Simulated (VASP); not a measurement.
# CdTe (F-43m) in VASP: single point with PBE

Aim: the single point of CdTe with PBE.

Program: VASP 6.6.1. These are calculated values, not measurements. Logs are shortened: lines on timing, memory, paths and dates and some standing lists are left out, and cuts for length are marked.

## Step 1: The cell of the first run

The structure is cubic, space group F-43m (No. 216). Conventional cell: a = 6.564 Å, b = 6.564 Å, c = 6.564 Å, α = 90.00°, β = 90.00°, γ = 90.00°. Within 3.7 Å of Cd (site symmetry -43m) lie 4 Te at 2.84 Å. Te (site symmetry -43m) has 4 Cd at 2.84 Å within 3.7 Å.

## Step 2: Single point, PBE

The input, INCAR:

```
ALGO     = Normal         # electronic algorithm
EDIFF    = 1E-6           # SCF threshold, eV
ENCUT    = 500            # plane-wave cutoff, eV
GGA      = PE             # functional
GGA_COMPAT= F            
ISIF     = 2              # what is computed and relaxed
ISMEAR   = 0              # smearing method
LASPH    = T              # aspherical terms in the spheres
LCHARG   = F              # write CHGCAR
LREAL    = F              # projectors in reciprocal space
LWAVE    = F              # write WAVECAR
NBANDS   = 16             # bands
NELM     = 120            # most SCF steps
PREC     = Accurate       # precision mode
SIGMA    = 0.1            # smearing width, eV
```

The input, KPOINTS:

```
k-points
0
Gamma
  4 4 4
```

The input, POSCAR:

```
CdTe
1.0
    0.0000000000      3.2821140000      3.2821140000
    3.2821140000      0.0000000000      3.2821140000
    3.2821140000      3.2821140000      0.0000000000
Cd Te
1 1
Direct
    0.0000000000      0.0000000000      0.0000000000
    0.2500000000      0.2500000000      0.2500000000
```

Potentials or basis: VASP PAW PBE potentials, release 64 (Cd, Te).

Command:

```sh
$ cat potpaw_PBE.64/Cd/POTCAR potpaw_PBE.64/Te/POTCAR > POTCAR
$ mpirun -np 1 vasp_std > vasp.out
```

OUTCAR:

```text
EDIFF = 1E-6
   ENCUT = 500
   GGA = PE
   ISIF = 2
   ISMEAR = 0
   LASPH = T
   LREAL = F
   NELM = 120
   PREC = Accurate

 ion  position               nearest neighbor table
   1  0.000  0.000  0.000-   2 2.84   2 2.84   2 2.84   2 2.84
   2  0.250  0.250  0.250-   1 2.84   1 2.84   1 2.84   1 2.84

  LATTYP: Found a face centered cubic cell.
 ALAT       =     6.5642280000

  Lattice vectors:

 A1 = (   0.0000000000,   3.2821140000,   3.2821140000)
 A2 = (   3.2821140000,   0.0000000000,   3.2821140000)
 A3 = (   3.2821140000,   3.2821140000,   0.0000000000)

Analysis of symmetry for initial positions (statically):
=====================================================================
 Subroutine PRICEL returns:
 Original cell was already a primitive cell.

 Routine SETGRP: Setting up the symmetry group for a
 face centered cubic supercell.

 Subroutine GETGRP returns: Found 24 space group operations
 (whereof 24 operations were pure point group operations)
 out of a pool of 48 trial point group operations.

The static configuration has the point symmetry T_d .

Analysis of symmetry for dynamics (positions and initial velocities):
=====================================================================
 Subroutine PRICEL returns:
 Original cell was already a primitive cell.

 Routine SETGRP: Setting up the symmetry group for a
 face centered cubic supercell.

 Subroutine GETGRP returns: Found 24 space group operations
 (whereof 24 operations were pure point group operations)
 out of a pool of 48 trial point group operations.

The dynamic configuration has the point symmetry T_d .

 Subroutine INISYM returns: Found 24 space group operations
 (whereof 24 operations are pure point group operations),
 and found     1 'primitive' translations

----------------------------------------------------------------------------------------

                                     Primitive cell

  volume of cell :      70.7117

  direct lattice vectors                    reciprocal lattice vectors
     0.000000000  3.282114000  3.282114000    -0.152340839  0.152340839  0.152340839
     3.282114000  0.000000000  3.282114000     0.152340839 -0.152340839  0.152340839
     3.282114000  3.282114000  0.000000000     0.152340839  0.152340839 -0.152340839

  length of vectors
     4.641610132  4.641610132  4.641610132     0.263862073  0.263862073  0.263862073

  position of ions in fractional coordinates (direct lattice)
     0.000000000  0.000000000  0.000000000
     0.250000000  0.250000000  0.250000000

  ion indices of the primitive-cell ions
   primitive index   ion index
                 1           1
                 2           2

----------------------------------------------------------------------------------------

 KPOINTS: k-points

Automatic generation of k-mesh.
 Grid dimensions read from file:
 generate k-points for:    4    4    4

 Generating k-lattice:

  Cartesian coordinates                     Fractional coordinates (reciprocal lattice)
    -0.038085210  0.038085210  0.038085210     0.250000000  0.000000000  0.000000000
     0.038085210 -0.038085210  0.038085210     0.000000000  0.250000000  0.000000000
     0.038085210  0.038085210 -0.038085210     0.000000000  0.000000000  0.250000000

  Length of vectors
     0.065965518  0.065965518  0.065965518

  Shift w.r.t. Gamma in fractional coordinates (k-lattice)
     0.000000000  0.000000000  0.000000000

 Subroutine IBZKPT returns following result:
 ===========================================

 Found      8 irreducible k-points:

 Following reciprocal coordinates:
            Coordinates               Weight
  0.000000  0.000000  0.000000      1.000000
  0.250000  0.000000  0.000000      8.000000
  0.500000  0.000000  0.000000      4.000000
  0.250000  0.250000  0.000000      6.000000
  0.500000  0.250000  0.000000     24.000000
 -0.250000  0.250000  0.000000     12.000000
  0.500000  0.500000  0.000000      3.000000
 -0.250000  0.500000  0.250000      6.000000
   k-points           NKPTS =      8   k-points in BZ     NKDIM =      8   number of bands    NBANDS=     16
   number of dos      NEDOS =    301   number of ions     NIONS =      2
   total plane-waves  NPLWV =  46656
   dimension x,y,z NGX =    36 NGY =   36 NGZ =   36
   dimension x,y,z NGXF=    72 NGYF=   72 NGZF=   72
   ions per type =               1   1
   NGX,Y,Z   is equivalent  to a cutoff of  12.89, 12.89, 12.89 a.u.
   NGXF,Y,Z  is equivalent  to a cutoff of  25.79, 25.79, 25.79 a.u.
 SYSTEM =  unknown system
   PREC   = accura    normal or accurate (medium, high low for compatibility)
   ISTART =      0    job   : 0-new  1-cont  2-samecut
   ICHARG =      2    charge: 1-file 2-atom 10-const
   ISPIN  =      1    spin polarized calculation?
   LNONCOLLINEAR =      F non collinear calculations
   LSORBIT =      F    spin-orbit coupling
   LASPH  =      T    aspherical Exc in radial PAW
   ENCUT  =  500.0 eV  36.75 Ry    6.06 a.u.   8.46  8.46  8.46*2*pi/ulx,y,z
   NELM   =    120;   NELMIN=  2; NELMDL= -5     # of ELM steps
   EDIFF  = 0.1E-05   stopping-criterion for ELM
   LREAL  =      F    real-space projection
   EDIFFG = 0.1E-04   stopping-criterion for IOM
   NSW    =      0    number of steps for IOM
   IBRION =     -1    ionic relax: 0-MD 1-quasi-New 2-CG
   NFREE  =      0    steps in history (QN), initial steepest desc. (CG)
   ISIF   =      2    stress and relaxation
   ISYM   =      2    0-nonsym 1-usesym 2-fastsym
   POTIM  = 0.5000    time-step for ionic-motion
   TEBEG  =    0.0;   TEEND  =   0.0 temperature during run
   PSTRESS=    0.0 pullay stress
   NELECT =      18.0000    total number of electrons
   NUPDOWN=      -1.0000    fix difference up-down
   EMIN   =  10.00;   EMAX   =-10.00  energy-range for DOS
   EFERMI =   0.00;   METHOD = LEGACY
   ISMEAR =     0;   SIGMA  =   0.10  broadening in eV -4-tet -1-fermi 0-gaus
   EFERMI_NEDOS =   21; number of points for ismear=-14 and -15
   IALGO  =     38    algorithm
   IMIX   =      4    mixing-type and parameters
     AMIX     =   0.40;   BMIX     =  1.00
     AMIX_MAG =   1.60;   BMIX_MAG =  1.00
  volume/ion in A,a.u.               =      35.36       238.59
  Fermi-wavevector in a.u.,A,eV,Ry     =   1.037533  1.960653 14.646334  1.076475
  Thomas-Fermi vector in A             =   2.171975
   LORBIT       =      0    0 simple, 1 ext, 2 COOP (PROOUT), +10 PAW based schemes
   GGA     = PE    functional components
   LHFCALC =     F    Hartree Fock is set to
   AEXX    =    0.0000 exact exchange contribution
   IVDW    =     0    specifies the selected vdW correction
   LEPSILON=     F    determine dielectric tensor
   LRPA    =     F    only Hartree local field effects (RPA)
 non-spin polarized calculation
 Gauss-broadening in eV      SIGMA  =   0.10
  energy-cutoff  :      500.00
  volume of cell :       70.71
 maximum number of plane-waves:      1812
 NGX is ok and might be reduce to    36
   NGX = 17   NGY = 17   NGZ = 17

 number of electron      18.0000006 magnetization

 Free energy of the ion-electron system (eV)
  ---------------------------------------------------
  ext. energy  EPLUGINS =         0.00000000
  ---------------------------------------------------
  free energy    TOTEN  =        -4.74705861 eV

  energy without entropy =       -4.74705850  energy(sigma->0) =       -4.74705856

 E-fermi :   2.3624     XC(G=0):  -8.4023

 val. band max:        2.0331284902   @ k =   0.0000   0.0000   0.0000
 cond. band min:       2.6752996945   @ k =   0.0000   0.0000   0.0000
 fundamental gap:      0.6421712044
 Fermi energy:         2.3624037711

 k-point     1 :       0.0000    0.0000    0.0000
  band No.  band energies     occupation
      1      -8.9231      2.00000
      2      -6.1603      2.00000
      3      -6.1603      2.00000
      4      -6.1603      2.00000
      5      -5.9294      2.00000
      6      -5.9294      2.00000
[... 8 lines left out ...]
     15      11.3090      0.00000
     16      11.3090      0.00000

 k-point     2 :       0.2500    0.0000    0.0000
  band No.  band energies     occupation
      1      -8.7410      2.00000
      2      -6.1286      2.00000
      3      -6.1286      2.00000
      4      -5.9719      2.00000
      5      -5.9295      2.00000
      6      -5.9295      2.00000
[... 8 lines left out ...]
     15      10.4418      0.00000
     16      10.4418      0.00000

 k-point     3 :       0.5000    0.0000    0.0000
  band No.  band energies     occupation
      1      -8.5626      2.00000
      2      -6.1041      2.00000
      3      -6.1041      2.00000
      4      -5.9212      2.00000
      5      -5.9212      2.00000
      6      -5.6022      2.00000
[... 8 lines left out ...]
     15      12.2365      0.00000
     16      12.2365      0.00000

 k-point     4 :       0.2500    0.2500    0.0000
  band No.  band energies     occupation
      1      -8.6822      2.00000
      2      -6.0917      2.00000
      3      -6.0917      2.00000
      4      -6.0096      2.00000
      5      -5.9157      2.00000
      6      -5.8961      2.00000
[... 8 lines left out ...]
     15      11.8373      0.00000
     16      12.5254      0.00000

 k-point     5 :       0.5000    0.2500    0.0000
  band No.  band energies     occupation
      1      -8.5086      2.00000
      2      -6.0739      2.00000
      3      -6.0581      2.00000
      4      -5.9639      2.00000
      5      -5.9148      2.00000
      6      -5.5495      2.00000
[... 8 lines left out ...]
     15      12.4364      0.00000
     16      12.9722      0.00000

 k-point     6 :      -0.2500    0.2500    0.0000
  band No.  band energies     occupation
      1      -8.5649      2.00000
      2      -6.0895      2.00000
      3      -6.0874      2.00000
      4      -5.9360      2.00000
      5      -5.9346      2.00000
      6      -5.6662      2.00000
[... 8 lines left out ...]
     15      11.4405      0.00000
     16      13.0375      0.00000

 k-point     7 :       0.5000    0.5000    0.0000
  band No.  band energies     occupation
      1      -8.4532      2.00000
      2      -6.0176      2.00000
      3      -6.0158      2.00000
      4      -6.0158      2.00000
      5      -5.9019      2.00000
      6      -5.4735      2.00000
[... 8 lines left out ...]
     15      12.7658      0.00000
     16      13.4606      0.00000

 k-point     8 :      -0.2500    0.5000    0.2500
  band No.  band energies     occupation
      1      -8.4547      2.00000
      2      -6.0521      2.00000
      3      -6.0450      2.00000
      4      -5.9549      2.00000
      5      -5.9280      2.00000
      6      -5.4031      2.00000
[... 8 lines left out ...]
     15      12.9631      0.00000
     16      13.1961      0.00000

------------------------ aborting loop because EDIFF is reached ----------------------------------------

  FORCE on cell =-STRESS in cart. coord.  units (eV):
  Direction    XX          YY          ZZ          XY          YZ          ZX
  --------------------------------------------------------------------------------------
  -------------------------------------------------------------------------------------
  Total        0.5461298      0.5461298      0.5461298      0.0000000      0.0000000      0.0000000
  in kB       12.3741528     12.3741528     12.3741528      0.0000000      0.0000000      0.0000000
  external PRESSURE =      12.3741528 kB  Pullay stress =       0.0000000 kB

 VOLUME and BASIS-vectors are now :
 -----------------------------------------------------------------------------
  energy-cutoff  :      500.00
  volume of cell :       70.71
      direct lattice vectors                 reciprocal lattice vectors
     0.000000000  3.282114000  3.282114000    -0.152340839  0.152340839  0.152340839
     3.282114000  0.000000000  3.282114000     0.152340839 -0.152340839  0.152340839
     3.282114000  3.282114000  0.000000000     0.152340839  0.152340839 -0.152340839

 POSITION                                       TOTAL-FORCE (eV/Angst)
 -----------------------------------------------------------------------------------
      0.00000      0.00000      0.00000        -0.000000      0.000000      0.000000
      1.64106      1.64106      1.64106         0.000000     -0.000000     -0.000000
 -----------------------------------------------------------------------------------
    total drift:                                0.000000      0.000000      0.000000

  FREE ENERGIE OF THE ION-ELECTRON SYSTEM (eV)
  ---------------------------------------------------
  free  energy   TOTEN  =        -4.7470586056 eV

  energy  without entropy=       -4.7470585045  energy(sigma->0) =       -4.74705856
```

It took 12 s on 1 thread of AMD EPYC 7R43 (Zen 3), shared host; peak memory 0.17 GiB.

What came out:

| Item | Value |
| --- | --- |
| Free energy | -4.7471 eV |
| Pressure | 1.2 GPa |
| Band gap on the k mesh | 0.64 eV, direct |

Caveat: spin-orbit coupling is left out, which moves the levels of the heavy elements.
